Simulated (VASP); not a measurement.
# ZnS in VASP: a series of runs, part 2 of 3

VASP 6.6.1. Earlier steps stand in the parts before.

### Step 3. Single point, PBE+D4, non-collinear spin, typed start

This run uses another cell than the first one, of 19.73 Å³/atom, 1.087 times its volume.

The input, INCAR:

```
PREC = Accurate
ENCUT = 520
EDIFF = 1E-6
ISMEAR = 0
SIGMA = 0.01
LREAL = False
LASPH = True
NELM = 150
ALGO = Normal
ISIF = 2
LWAVE = False
LCHARG = False
LNONCOLLINEAR = True
MAGMOM = 0.067 -0.203 0.338 0 0 0
LORBIT = 11
GGA = PE
IVDW = 13
NBANDS = 30
```

The input, KPOINTS:

```
Automatic mesh
0
Gamma
  9 9 9
```

The input, POSCAR:

```
ZnS
1.0
    0.0000000000      2.7020000000      2.7020000000
    2.7020000000      0.0000000000      2.7020000000
    2.7020000000      2.7020000000      0.0000000000
Zn S
1 1
Direct
    0.7500000000      0.7500000000      0.7500000000
    0.0000000000      0.0000000000      0.0000000000
```

Potentials or basis: VASP PAW PBE potentials, release 64 (Zn, S).

Launch:

```console
$ cat potpaw_PBE.64/Zn/POTCAR potpaw_PBE.64/S/POTCAR > POTCAR
$ mpirun -np 1 vasp_ncl > vasp.out
```

OUTCAR:

```text
PREC = Accurate
   ENCUT = 520
   EDIFF = 1E-6
   ISMEAR = 0
   LREAL = False
   LASPH = True
   NELM = 150
   ISIF = 2
   LNONCOLLINEAR = True
   LORBIT = 11
   GGA = PE
   IVDW = 13

 ion  position               nearest neighbor table
   1  0.750  0.750  0.750-   2 2.34   2 2.34   2 2.34   2 2.34
   2  0.000  0.000  0.000-   1 2.34   1 2.34   1 2.34   1 2.34

  LATTYP: Found a face centered cubic cell.
 ALAT       =     5.4040000000

  Lattice vectors:

 A1 = (   0.0000000000,   2.7020000000,   2.7020000000)
 A2 = (   2.7020000000,   0.0000000000,   2.7020000000)
 A3 = (   2.7020000000,   2.7020000000,   0.0000000000)

Analysis of symmetry for initial positions (statically):
=====================================================================
 Subroutine PRICEL returns:
 Original cell was already a primitive cell.

 Routine SETGRP: Setting up the symmetry group for a
 face centered cubic supercell.

 Subroutine GETGRP returns: Found 24 space group operations
 (whereof 24 operations were pure point group operations)
 out of a pool of 48 trial point group operations.

The static configuration has the point symmetry T_d .

Analysis of symmetry for dynamics (positions and initial velocities):
=====================================================================
 Subroutine PRICEL returns:
 Original cell was already a primitive cell.

 Routine SETGRP: Setting up the symmetry group for a
 face centered cubic supercell.

 Subroutine GETGRP returns: Found 24 space group operations
 (whereof 24 operations were pure point group operations)
 out of a pool of 48 trial point group operations.

The dynamic configuration has the point symmetry T_d .

Analysis of structural, dynamic, and magnetic symmetry:
=====================================================================
 Subroutine PRICEL returns:
 Original cell was already a primitive cell.

 Routine SETGRP: Setting up the symmetry group for a
 face centered cubic supercell.

 Subroutine GETGRP returns: Found  1 space group operations
 (whereof  1 operations were pure point group operations)
 out of a pool of 48 trial point group operations.

The overall configuration has the point symmetry C_1 .

 Subroutine INISYM returns: Found  1 space group operations
 (whereof  1 operations are pure point group operations),
 and found     1 'primitive' translations

----------------------------------------------------------------------------------------

                                     Primitive cell

  volume of cell :      39.4535

  direct lattice vectors                    reciprocal lattice vectors
     0.000000000  2.702000000  2.702000000    -0.185048113  0.185048113  0.185048113
     2.702000000  0.000000000  2.702000000     0.185048113 -0.185048113  0.185048113
     2.702000000  2.702000000  0.000000000     0.185048113  0.185048113 -0.185048113

  length of vectors
     3.821205046  3.821205046  3.821205046     0.320512733  0.320512733  0.320512733

  position of ions in fractional coordinates (direct lattice)
     0.750000000  0.750000000  0.750000000
     0.000000000  0.000000000  0.000000000
[... 75 lines left out ...]
   ENCUT  =  520.0 eV  38.22 Ry    6.18 a.u.   7.10  7.10  7.10*2*pi/ulx,y,z
   NELM   =    150;   NELMIN=  2; NELMDL= -5     # of ELM steps
   EDIFF  = 0.1E-05   stopping-criterion for ELM
   LREAL  =      F    real-space projection
   EDIFFG = 0.1E-04   stopping-criterion for IOM
   NSW    =      0    number of steps for IOM
   IBRION =     -1    ionic relax: 0-MD 1-quasi-New 2-CG
   NFREE  =      0    steps in history (QN), initial steepest desc. (CG)
   ISIF   =      2    stress and relaxation
   ISYM   =      2    0-nonsym 1-usesym 2-fastsym
   POTIM  = 0.5000    time-step for ionic-motion
   TEBEG  =    0.0;   TEEND  =   0.0 temperature during run
   PSTRESS=    0.0 pullay stress
   NELECT =      18.0000    total number of electrons
   NUPDOWN=      -1.0000    fix difference up-down
   EMIN   =  10.00;   EMAX   =-10.00  energy-range for DOS
   EFERMI =   0.00;   METHOD = LEGACY
   ISMEAR =     0;   SIGMA  =   0.01  broadening in eV -4-tet -1-fermi 0-gaus
   EFERMI_NEDOS =   21; number of points for ismear=-14 and -15
   IALGO  =     38    algorithm
   IMIX   =      4    mixing-type and parameters
     AMIX     =   0.40;   BMIX     =  1.00
     AMIX_MAG =   1.60;   BMIX_MAG =  1.00
  volume/ion in A,a.u.               =      19.73       133.12
  Fermi-wavevector in a.u.,A,eV,Ry     =   1.260290  2.381602 21.610537  1.588330
  Thomas-Fermi vector in A             =   2.393807
   LORBIT       =     11    0 simple, 1 ext, 2 COOP (PROOUT), +10 PAW based schemes
   GGA     = PE    functional components
   LHFCALC =     F    Hartree Fock is set to
   AEXX    =    0.0000 exact exchange contribution
   IVDW    =    13    specifies the selected vdW correction
   LEPSILON=     F    determine dielectric tensor
   LRPA    =     F    only Hartree local field effects (RPA)
 Gauss-broadening in eV      SIGMA  =   0.01
  energy-cutoff  :      520.00
  volume of cell :       39.45
 maximum number of plane-waves:      2146
   NGX = 15   NGY = 15   NGZ = 15

 number of electron      18.0000000 magnetization      -0.0000174      0.0000527     -0.0000877

 number of electron      18.0000000 magnetization       0.0000118     -0.0000358      0.0000597

 Free energy of the ion-electron system (eV)
  ---------------------------------------------------
  ext. energy  EPLUGINS =         0.00000000
  ---------------------------------------------------
  free energy    TOTEN  =        -6.84725746 eV

  energy without entropy =       -6.84725746  energy(sigma->0) =       -6.84725746

 E-fermi :   2.1823     XC(G=0):  -9.6303

 val. band max:        2.1063593339   @ k =   0.0000   0.0000   0.0000
 cond. band min:       4.2207623717   @ k =   0.0000   0.0000   0.0000
 fundamental gap:      2.1144030379
 Fermi energy:         2.1823164655

 k-point     1 :       0.0000    0.0000    0.0000
  band No.  band energies     occupation
      1     -11.0339      1.00000
      2     -11.0339      1.00000
      3      -4.2322      1.00000
      4      -4.2322      1.00000
      5      -4.2322      1.00000
      6      -4.2322      1.00000
[... 781 lines left out ...]
     29      13.6933      0.00000
     30      13.6933      0.00000

 [... further k-points ...]

------------------------ aborting loop because EDIFF is reached ----------------------------------------

  DFT-D4 for vdW energy calculation

  Edisp (eV):   -0.61169

  FORCE on cell =-STRESS in cart. coord.  units (eV):
  Direction    XX          YY          ZZ          XY          YZ          ZX
  --------------------------------------------------------------------------------------
  -------------------------------------------------------------------------------------
  Total      -0.23094    -0.23094    -0.23094     0.00003     0.00003     0.00003
  in kB      -9.37843    -9.37841    -9.37841     0.00125     0.00123     0.00124
  external pressure =       -9.38 kB  Pullay stress =        0.00 kB

 VOLUME and BASIS-vectors are now :
 -----------------------------------------------------------------------------
  energy-cutoff  :      520.00
  volume of cell :       39.45
      direct lattice vectors                 reciprocal lattice vectors
     0.000000000  2.702000000  2.702000000    -0.185048113  0.185048113  0.185048113
     2.702000000  0.000000000  2.702000000     0.185048113 -0.185048113  0.185048113
     2.702000000  2.702000000  0.000000000     0.185048113  0.185048113 -0.185048113

 POSITION                                       TOTAL-FORCE (eV/Angst)
 -----------------------------------------------------------------------------------
      4.05300      4.05300      4.05300        -0.000024     -0.000025     -0.000024
      0.00000      0.00000      0.00000         0.000024      0.000025      0.000024
 -----------------------------------------------------------------------------------
    total drift:                               -0.000008     -0.000008     -0.000008

  FREE ENERGIE OF THE ION-ELECTRON SYSTEM (eV)
  ---------------------------------------------------
  free  energy   TOTEN  =        -7.4589471443 eV

  energy  without entropy=       -7.4589471443  energy(sigma->0) =       -7.45894714

 total charge

# of ion       s       p       d       tot
------------------------------------------
    1        0.520   0.476   9.800  10.795
    2        1.315   2.437   0.000   3.752
--------------------------------------------------
tot          1.835   2.913   9.800  14.548

 magnetization (x)

# of ion       s       p       d       tot
------------------------------------------
    1        0.000   0.000   0.000   0.000
    2        0.000   0.000   0.000   0.000
--------------------------------------------------
tot          0.000   0.000   0.000   0.000

 magnetization (y)

# of ion       s       p       d       tot
------------------------------------------
    1       -0.000  -0.000  -0.000  -0.000
    2       -0.000  -0.000   0.000  -0.000
--------------------------------------------------
tot         -0.000  -0.000  -0.000  -0.000

 magnetization (z)

# of ion       s       p       d       tot
------------------------------------------
    1        0.000   0.000   0.000   0.000
    2        0.000   0.000   0.000   0.000
--------------------------------------------------
tot          0.000   0.000   0.000   0.000
```

OSZICAR:

```text
N       E                     dE             d eps       ncg     rms          rms(c)
DAV:   1     0.124967328374E+03    0.12497E+03   -0.81290E+03 43774   0.143E+03
DAV:   2     0.632970591463E+01   -0.11864E+03   -0.11089E+03 44026   0.335E+02
DAV:   3    -0.688744887476E+01   -0.13217E+02   -0.13005E+02 51124   0.104E+02
DAV:   4    -0.724157728610E+01   -0.35413E+00   -0.35337E+00 50842   0.173E+01
DAV:   5    -0.724595147364E+01   -0.43742E-02   -0.43737E-02 51334   0.188E+00    0.741E+00
DAV:   6    -0.685374832563E+01    0.39220E+00   -0.64096E-01 66418   0.319E+01    0.542E+00
DAV:   7    -0.684625537382E+01    0.74930E-02   -0.41763E-01 49992   0.521E+00    0.306E+00
DAV:   8    -0.684720309030E+01   -0.94772E-03   -0.14275E-02 48268   0.142E+00    0.138E+00
DAV:   9    -0.684717509250E+01    0.27998E-04   -0.25406E-03 52434   0.709E-01    0.404E-01
DAV:  10    -0.684711509351E+01    0.59999E-04   -0.35233E-04 50818   0.243E-01    0.113E-01
DAV:  11    -0.684718154994E+01   -0.66456E-04   -0.72274E-05 49296   0.998E-02    0.622E-02
DAV:  12    -0.684725495654E+01   -0.73407E-04   -0.79367E-05 46728   0.615E-02    0.283E-02
DAV:  13    -0.684725710841E+01   -0.21519E-05   -0.30199E-06 51838   0.183E-02    0.672E-03
DAV:  14    -0.684725746009E+01   -0.35167E-06   -0.28221E-07 35874   0.410E-03
   1 F= -.74589471E+01 E0= -.74589471E+01  d E =-.203128E-29  mag=     0.0000    -0.0000     0.0000
```

stdout:

```text
POSCAR found type information on POSCAR ZnS
 POSCAR found :  2 types and       2 ions
 scaLAPACK will be used
 LDA part: xc-table for (Slater+PW92), standard interpolation
 POSCAR, INCAR and KPOINTS ok, starting setup
 FFT: planning ... GRIDC
 FFT: planning ... GRID_SOFT
 FFT: planning ... GRID
 WAVECAR not read
 entering main loop
```

It took 12 min on 1 thread of Intel Xeon 6975P-C (Granite Rapids), shared host; peak memory 1.1 GiB.

What came out:

- Free energy: -7.4589 eV
- Pressure: -0.9 GPa
- Band gap on the k mesh: 2.11 eV, direct
- Net moment: 0.00 μB per cell
- Valence electrons inside the program's atomic spheres: Zn 10.79; S 3.75
- Dispersion energy per atom: -0.306 eV

Moments on the atoms (μB; x, y, z):
```
Zn  0.00 0.00 0.00
S   0.00 0.00 0.00
```

### Step 4. Molecular dynamics, RPBE (the cell strained at random)

The input, INCAR:

```
SYSTEM = ZnS
PREC     = Accurate       ! precision mode
ENCUT    = 520            ! plane-wave cutoff, eV
EDIFF    = 1E-5           ! SCF threshold, eV
ISMEAR   = -1             ! smearing method
SIGMA    = 0.05           ! smearing width, eV
LREAL    = .False.        ! projectors in reciprocal space
LASPH    = .True.         ! aspherical terms in the spheres
NELM     = 80             ! most SCF steps
ALGO     = Normal         ! electronic algorithm
ISIF     = 2              ! what is computed and relaxed
LWAVE    = .False.        ! write WAVECAR
LCHARG   = .True.         ! write CHGCAR
GGA      = RP             ! functional
IBRION   = 0              ! ionic algorithm
NSW      = 20             ! ionic steps
POTIM    = 1.0            ! step
TEBEG    = 300.0        
TEEND    = 300.0        
ISYM     = 0            
NELMIN   = 4            
RANDOM_SEED= 8211 0 0     
MDALGO   = 2            
SMASS    = 0
```

The input, KPOINTS:

```
Automatic mesh
0
Gamma
  6 6 6
  0 0 0
```

The input, POSCAR:

```
ZnS
1.0
    0.0264090000      2.7362640000      2.7296300000
    2.6798020000      0.0453110000      2.7107280000
    2.7053080000      2.7428680000      0.0198050000
Zn S
1 1
Direct
    0.7500000000      0.7500000000      0.7500000000
    0.0000000000      0.0000000000      0.0000000000
```

Potentials or basis: VASP PAW PBE potentials, release 64 (Zn, S).

Launch:

```console
$ cat potpaw_PBE.64/Zn/POTCAR potpaw_PBE.64/S/POTCAR > POTCAR
$ mpirun -np 1 vasp_std > vasp.out
```

OUTCAR:

```text
SYSTEM = ZnS
   PREC = Accurate
   ENCUT = 520
   EDIFF = 1E-5
   ISMEAR = -1
   LREAL = .False.
   LASPH = .True.
   NELM = 80
   ISIF = 2
   GGA = RP
   IBRION = 0
   NSW = 20
   POTIM = 1.0
   TEBEG = 300.0
   ISYM = 0
   NELMIN = 4

 ion  position               nearest neighbor table
   1  0.750  0.750  0.750-   2 2.31   2 2.34   2 2.34   2 2.37
   2  0.000  0.000  0.000-   1 2.31   1 2.34   1 2.34   1 2.37

IMPORTANT INFORMATION: All symmetrisations will be switched off!
NOSYMM: (Re-)initialisation of all symmetry stuff for point group C_1.

----------------------------------------------------------------------------------------

                                     Primitive cell

  volume of cell :      39.4536

[... 389 lines left out ...]
      2      -4.1695      2.00000
      3      -4.0896      2.00000
      4      -4.0224      2.00000
      5      -3.5931      2.00000
      6      -3.5867      2.00000
      7       2.1127      2.00000
      8       2.2174      2.00000
      9       2.3063      2.00000
     10       4.5051      0.00000
     11       8.5075      0.00000
     12       8.6990      0.00000
     13       8.8727      0.00000
[... 354 lines left out ...]
  band No.  band energies     occupation
      1      -9.9500      2.00000
      2      -4.0515      2.00000
      3      -3.9508      2.00000
      4      -3.7009      2.00000
      5      -3.5482      2.00000
      6      -3.3922      2.00000
      7      -2.3656      2.00000
      8       0.2889      2.00000
      9       1.0950      2.00000
     10       6.5484      0.00000
     11       8.5735      0.00000
     12       9.9324      0.00000
     13      10.6514      0.00000

 [... further k-points ...]
[... 5 lines left out ...]
  --------------------------------------------------------------------------------------
  -------------------------------------------------------------------------------------
  Total        1.1954649      1.1572679      1.1699704     -0.0590865     -0.7889531     -0.0418977
  in kB       48.5468719     46.9957237     47.5115623     -2.3994561    -32.0387524     -1.7014309
  external PRESSURE =      47.6847193 kB  Pullay stress =       0.0000000 kB
[... 23 lines left out ...]
  ENERGY OF THE ELECTRON-ION-THERMOSTAT SYSTEM (eV)
  ---------------------------------------------------
% ion-electron   TOTEN  =        -6.134461  see above
  kinetic energy EKIN   =         0.022556
  kin. lattice  EKIN_LAT=         0.000000  (temperature  174.50 K)
  nose potential ES     =        -0.022807
  nose kinetic   EPS    =         0.007696
  ---------------------------------------------------
  total energy   ETOTAL =        -6.127017 eV
```

OSZICAR:

```text
N       E                     dE             d eps       ncg     rms          rms(c)
DAV:   1     0.831762169874E+02    0.83176E+02   -0.88141E+03  2912   0.162E+03
DAV:   2    -0.855214190464E+00   -0.84031E+02   -0.79474E+02  3162   0.283E+02
DAV:   3    -0.650388187337E+01   -0.56487E+01   -0.56150E+01  3652   0.700E+01
[... 118 lines left out ...]
       N       E                     dE             d eps       ncg     rms          rms(c)
DAV:   1    -0.613446102604E+01    0.25573E-02   -0.13834E-03  1529   0.313E-01    0.106E-03
DAV:   2    -0.613446104841E+01   -0.22365E-07   -0.93913E-08  1694   0.313E-03    0.376E-04
DAV:   3    -0.613446104834E+01    0.65711E-10   -0.13639E-08  1496   0.175E-03    0.223E-04
DAV:   4    -0.613446105078E+01   -0.24427E-08   -0.30930E-09  1496   0.935E-04
     20 T=   174. E= -.61270167E+01 F= -.61344611E+01 E0= -.61344611E+01  EK= 0.22556E-01 SP= -.23E-01 SK= 0.77E-02
```

CONTCAR:

```text
ZnS
   1.00000000000000
     0.0264090000000000    2.7362639999999998    2.7296299999999998
     2.6798020000000000    0.0453110000000000    2.7107280000000000
     2.7053080000000000    2.7428680000000001    0.0198050000000000
  Zn              S
     1     1
Direct
     0.7581299229688805    0.7471689904220929    0.7419394500281546
    -0.0165787957005892    0.0057730841482982    0.0164373280938991

 -0.11837615E-02  0.31013421E-04  0.87786807E-03
  0.24139639E-02 -0.63243549E-04 -0.17901763E-02

           1
   1.00000000000000
 -0.34616040E+00 -0.54698362E-01 -0.49480808E-01 -0.29407081E+00
  0.75851953E+00  0.74710327E+00  0.74156318E+00
  0.98262671E+00  0.59071041E-02  0.17204634E-01
  0.00000000E+00  0.00000000E+00  0.00000000E+00
  0.00000000E+00  0.00000000E+00  0.00000000E+00
  0.00000000E+00  0.00000000E+00  0.00000000E+00
  0.00000000E+00  0.00000000E+00  0.00000000E+00
```

It took 2.2 min on 1 thread of Intel Xeon 6975P-C (Granite Rapids), shared host; peak memory 0.27 GiB.

Step by step:
| step | potential energy change (eV) | largest force (eV/Å) | pressure (GPa) | volume (Å³) | temperature (K) |
| --- | --- | --- | --- | --- | --- |
| 1 | 0.0000 | 0.1464 | 4.38 | 39.45 | 300 |
| 2 | 0.0003 | 0.1600 | 4.40 | 39.45 | 297 |
| 3 | 0.0009 | 0.1782 | 4.38 | 39.45 | 293 |
| 4 | 0.0016 | 0.2010 | 4.43 | 39.45 | 288 |
| 5 | 0.0025 | 0.2258 | 4.43 | 39.45 | 282 |
| 6 | 0.0036 | 0.2520 | 4.44 | 39.45 | 274 |
| 7 | 0.0048 | 0.2792 | 4.46 | 39.45 | 266 |
| 8 | 0.0062 | 0.3069 | 4.48 | 39.45 | 258 |
| 9 | 0.0077 | 0.3349 | 4.49 | 39.45 | 249 |
| 10 | 0.0094 | 0.3628 | 4.52 | 39.45 | 240 |
| 11 | 0.0111 | 0.3905 | 4.54 | 39.45 | 231 |
| 12 | 0.0130 | 0.4180 | 4.56 | 39.45 | 222 |
| 13 | 0.0150 | 0.4453 | 4.58 | 39.45 | 214 |
| 14 | 0.0171 | 0.4721 | 4.61 | 39.45 | 206 |
| 15 | 0.0193 | 0.4987 | 4.63 | 39.45 | 199 |
| 16 | 0.0215 | 0.5250 | 4.66 | 39.45 | 193 |
| 17 | 0.0239 | 0.5509 | 4.68 | 39.45 | 187 |
| 18 | 0.0263 | 0.5766 | 4.71 | 39.45 | 182 |
| 19 | 0.0288 | 0.6020 | 4.74 | 39.45 | 178 |
| 20 | 0.0313 | 0.6272 | 4.77 | 39.45 | 174 |

Caveat: the cell differs from its parent crystal (the cell strained at random); the PAW data sets were made with another functional, which shifts forces and pressure a little.

(Part 2 of 3 ends here.)
